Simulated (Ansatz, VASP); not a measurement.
Two plane-wave programs on LiMgBN2

INCAR

```
PREC     = Accurate       # precision mode
ENCUT    = 750            # plane-wave cutoff, eV
EDIFF    = 1E-6           # SCF threshold, eV
ISMEAR   = 0              # smearing method
SIGMA    = 0.05           # smearing width, eV
LREAL    = F              # projectors in reciprocal space
LASPH    = T              # aspherical terms in the spheres
NELM     = 120            # most SCF steps
ALGO     = Normal         # electronic algorithm
ISIF     = 2              # what is computed and relaxed
LWAVE    = F              # write WAVECAR
LCHARG   = F              # write CHGCAR
GGA      = PS             # functional
NBANDS   = 17             # bands
GGA_COMPAT= F
```

Contents of KPOINTS:

```
regular mesh
0
Gamma
  8 8 8
```

POSCAR

```
LiMgBN2
1.0
   -1.9774500000      1.9774500000      4.9547000000
    1.9774500000     -1.9774500000      4.9547000000
    1.9774500000      1.9774500000     -4.9547000000
Li Mg B N
1 1 1 2
Direct
    0.2500000000      0.7500000000      0.5000000000
    0.7500000000      0.2500000000      0.5000000000
    0.5000000000      0.5000000000      0.0000000000
    0.6517393865      0.6517393865      0.0000000000
    0.3482606135      0.3482606135      0.0000000000
```

Input for Ansatz:

```yaml
crystal:
  lattice:
    - [-1.97745, 1.97745, 4.9547]
    - [1.97745, -1.97745, 4.9547]
    - [1.97745, 1.97745, -4.9547]
  atoms:
    - { symbol: Li, position: [0.25, 0.75, 0.5] }
    - { symbol: Mg, position: [0.75, 0.25, 0.5] }
    - { symbol: B, position: [0.5, 0.5, 0.0] }
    - { symbol: "N", position: [0.6517393865, 0.6517393865, 0.0] }
    - { symbol: "N", position: [0.3482606135, 0.3482606135, 0.0] }
basis:
  ecutwfc: 520.0
kpoints:
  mp_grid: { grid: [8, 8, 8] }
hamiltonian:
  xc: pbesol
  pseudopotentials: { kind: paw }
scf:
  occupations: { method: gaussian, width: 0.05 }
output:
  forces: true
  stress: true
  eigenvalues: true
```

Alike in both runs: task single point; functional PBEsol; k mesh 8 × 8 × 8; occupations gaussian, width 0.05 eV; no spin polarisation.

|  | VASP | Ansatz |
| --- | --- | --- |
| version | VASP 6.6.1 | Ansatz 0.2.0 |
| potentials or method | VASP PAW PBE potentials, release 64 (Li_sv, Mg, B, N), cutoff 750 eV | scalar-relativistic, plane waves, PAW |
| valence electrons in the cell | 18 | 26 |

```tsv
	VASP	Ansatz	Ansatz less VASP
gap on the k mesh at the Fermi level (eV)	2.02	2.02	+0.001
least direct gap on the mesh (eV)	3.05	3.05	0.000
pressure (GPa)	-18.3	-18.2	+0.13
traceless stress, the component that is largest in VASP (GPa)	-22.07	-22.23	-0.161
rms of the force components (eV/Å)	1.561	1.573	+0.0120
```

VASP's potentials were made for PBE, not for PBEsol. Atom by atom the forces differ by 0.012 eV/Å (rms over components). VASP's potentials hold 18 valence electrons a cell and Ansatz's 26, so a difference there can come from the potentials and not from the codes.
